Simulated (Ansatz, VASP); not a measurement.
**One calculation of RbCaPdC6N6, two programs**

File INCAR:

```
SYSTEM = RbCaPdC6N6
PREC = Accurate
ENCUT = 520
EDIFF = 1E-6
ISMEAR = 0
SIGMA = 0.1
LREAL = Auto
LASPH = .TRUE.
NELM = 100
ALGO = Normal
ISIF = 2
LWAVE = .FALSE.
LCHARG = .FALSE.
GGA = PE
NBANDS = 54
```

KPOINTS

```
regular mesh
0
G
  4 4 4
  0 0 0
```

The input POSCAR:

```
RbCaPdC6N6
1.0
    0.0000000000      5.3180000000      5.3180000000
    5.3180000000      0.0000000000      5.3180000000
    5.3180000000      5.3180000000      0.0000000000
Rb Ca Pd C N
1 1 1 6 6
Direct
    0.7500000000      0.7500000000      0.7500000000
    0.5000000000      0.5000000000      0.5000000000
    0.0000000000      0.0000000000      0.0000000000
    0.8177886400      0.1822113600      0.1822113600
    0.1822113600      0.1822113600      0.8177886400
    0.8177886400      0.1822113600      0.8177886400
    0.1822113600      0.8177886400      0.8177886400
    0.8177886400      0.8177886400      0.1822113600
    0.1822113600      0.8177886400      0.1822113600
    0.7077848800      0.2922151200      0.2922151200
    0.2922151200      0.2922151200      0.7077848800
    0.7077848800      0.2922151200      0.7077848800
    0.2922151200      0.7077848800      0.7077848800
    0.7077848800      0.7077848800      0.2922151200
    0.2922151200      0.7077848800      0.2922151200
```

Input for Ansatz:

```yaml
crystal:
  lattice:
    - [0.0, 5.318, 5.318]
    - [5.318, 0.0, 5.318]
    - [5.318, 5.318, 0.0]
  atoms:
    - { symbol: Rb, position: [0.75, 0.75, 0.75] }
    - { symbol: Ca, position: [0.5, 0.5, 0.5] }
    - { symbol: Pd, position: [0.0, 0.0, 0.0] }
    - { symbol: C, position: [0.81778864, 0.18221136, 0.18221136] }
    - { symbol: C, position: [0.18221136, 0.18221136, 0.81778864] }
    - { symbol: C, position: [0.81778864, 0.18221136, 0.81778864] }
    - { symbol: C, position: [0.18221136, 0.81778864, 0.81778864] }
    - { symbol: C, position: [0.81778864, 0.81778864, 0.18221136] }
    - { symbol: C, position: [0.18221136, 0.81778864, 0.18221136] }
    - { symbol: "N", position: [0.70778488, 0.29221512, 0.29221512] }
    - { symbol: "N", position: [0.29221512, 0.29221512, 0.70778488] }
    - { symbol: "N", position: [0.70778488, 0.29221512, 0.70778488] }
    - { symbol: "N", position: [0.29221512, 0.70778488, 0.70778488] }
    - { symbol: "N", position: [0.70778488, 0.70778488, 0.29221512] }
    - { symbol: "N", position: [0.29221512, 0.70778488, 0.29221512] }
basis:
  ecutwfc: 420
kpoints:
  mp_grid: { grid: [4, 4, 4] }
hamiltonian:
  xc: pbe
scf:
  occupations: { method: gaussian, width: 0.1 }
  lower_state_search: "off"
output:
  forces: true
  stress: true
  eigenvalues: true
```

Alike in both runs: task single point; functional PBE; k mesh 4 × 4 × 4; occupations gaussian, width 0.1 eV; no spin polarisation.

|  | VASP | Ansatz |
| --- | --- | --- |
| version | VASP 6.6.1 | Ansatz 0.2.0 |
| potentials or method | VASP PAW PBE potentials, release 64 (Rb_sv, Ca_sv, Pd, C, N), cutoff 520 eV | scalar-relativistic, plane waves, PAW |
| valence electrons in the cell | 83 | 91 |

```csv
,VASP,Ansatz,Ansatz less VASP
gap on the k mesh at the Fermi level (eV),none,none,-
pressure (GPa),11.5,11.1,-0.41
rms of the force components (eV/Å),1.146,1.346,+0.2005
```

Atom by atom the forces differ by 0.202 eV/Å (rms over components). A gap of «none» marks a metal or a gap that the smearing closes. VASP's potentials hold 83 valence electrons a cell and Ansatz's 91, so a difference there can come from the potentials and not from the codes.

Noted on VASP's run: the standard files for N, O and F lose accuracy on very short bonds.
